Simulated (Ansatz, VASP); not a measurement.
Two plane-wave programs on TiSe2

```
Ti Se
1.0
     3.53600    0.00000    0.00000
    -1.76800    3.06227    0.00000
     0.00000    0.00000    6.00400
Ti Se
1 2
Direct
  0.00000 0.00000 0.00000
  0.33333 0.66667 0.25520
  0.66667 0.33333 0.74480
```

Alike in both runs: task relaxation of cell and atoms; functional PBE; dispersion D3(BJ); k mesh 15 × 15 × 8; occupations gaussian, width 0.1 eV; no spin polarisation.

|  | VASP | Ansatz |
| --- | --- | --- |
| version | VASP 6.6.1 | Ansatz 0.2.0 |
| potentials or method | VASP PAW PBE potentials, release 64 (Ti_sv, Se), cutoff 500 eV | scalar-relativistic, plane waves, PAW |
| valence electrons in the cell | 24 | 44 |

|  | VASP | Ansatz | Ansatz less VASP |
| --- | --- | --- | --- |
| gap on the k mesh at the Fermi level, each at its own relaxed structure (eV) | none | none | - |
| relaxed volume (Å³/atom) | 20.55 | 20.54 | -0.016 |
| relaxed cell length with the largest relative difference (Å) | 5.873 | 5.871 | -0.0015 |

A gap of «none» marks a metal or a gap that the smearing closes. VASP's potentials hold 24 valence electrons a cell and Ansatz's 44, so a difference there can come from the potentials and not from the codes.
